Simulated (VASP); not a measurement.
**LiBe: relaxation of cell and atoms with PBE**

The system is LiBe.

```xyz
2
Lattice="0.0000 2.7431 2.7431 2.7431 0.0000 2.7431 2.7431 2.7431 0.0000" Properties=species:S:1:pos:R:3 pbc="T T T"
Li    1.3716    1.3716    1.3716
Be    0.0000    0.0000    0.0000
```

The cell was generated, and may not be a known phase.

```
Program                : VASP 6.6.1
Task                   : relaxation of cell and atoms
Functional             : PBE
Potentials or basis    : VASP PAW PBE potentials, release 64 (Li_sv, Be)
Cutoff                 : 600 eV
k mesh                 : 18 × 18 × 18
Occupations            : gaussian, width 0.1 eV
Spin                   : no spin polarisation
Dipole correction      : no
Further INCAR settings : ALGO = Fast; EDIFF = 1e-07; IBRION = 2; EDIFFG = -0.01; NSW = 100; ISIF = 3
```

```
Relaxed volume                        : 21.07 Å³/atom
Relaxed cell                          : a = 3.906 Å, b = 3.906 Å, c = 3.906 Å, α = 60.00°, β = 60.00°, γ = 60.00°
Space group after relaxing (to 0.1 Å) : F-43m (No. 216)
Energy gained by relaxing             : 0.4 meV/atom
Ionic steps                           : 5
Pressure after relaxing               : 0.0 GPa
Band gap on the k mesh                : zero (an odd number of electrons rules out a gap without spin polarisation)
```

The path:
| step | energy change (eV) | largest force (eV/Å) | pressure (GPa) | volume (Å³) |
| --- | --- | --- | --- | --- |
| 1 | 0.0000 | 0.0000 | 0.30 | 41.28 |
| 2 | -0.0004 | 0.0000 | 0.20 | 41.52 |
| 3 | -0.0007 | 0.0000 | 0.10 | 41.84 |
| 4 | -0.0007 | 0.0000 | -0.11 | 42.50 |
| 5 | -0.0008 | 0.0000 | 0.01 | 42.15 |

Final structure:
```xyz
2
Lattice="0.0000 2.7621 2.7621 2.7621 0.0000 2.7621 2.7621 2.7621 0.0000" Properties=species:S:1:pos:R:3 pbc="T T T"
Li    1.3811    1.3811    1.3811
Be    0.0000    0.0000    0.0000
```

Levels at points of the mesh, in eV from the Fermi level:
```
           k point  band 1  band 2  band 3  band 4  band 5  band 6
(0.00, 0.00, 0.00)  -46.29   -4.86    4.19    4.19    4.19    7.74
(0.50, 0.00, 0.00)  -46.29   -2.58   -1.35    3.21    3.21    7.99
(0.50, 0.50, 0.00)  -46.29   -1.79   -0.39    1.52    1.52    4.96
```

Run time: 2.9 min on 1 thread of Intel(R) Xeon(R) Platinum 8375C CPU @ 2.90GHz (Ice Lake) (shared host), peak memory 0.23 GiB.

Caveat: the cutoff is under 1.25 times the usual one of these potentials, so pressure, stress and relaxed cells hold a basis-set (Pulay) error.
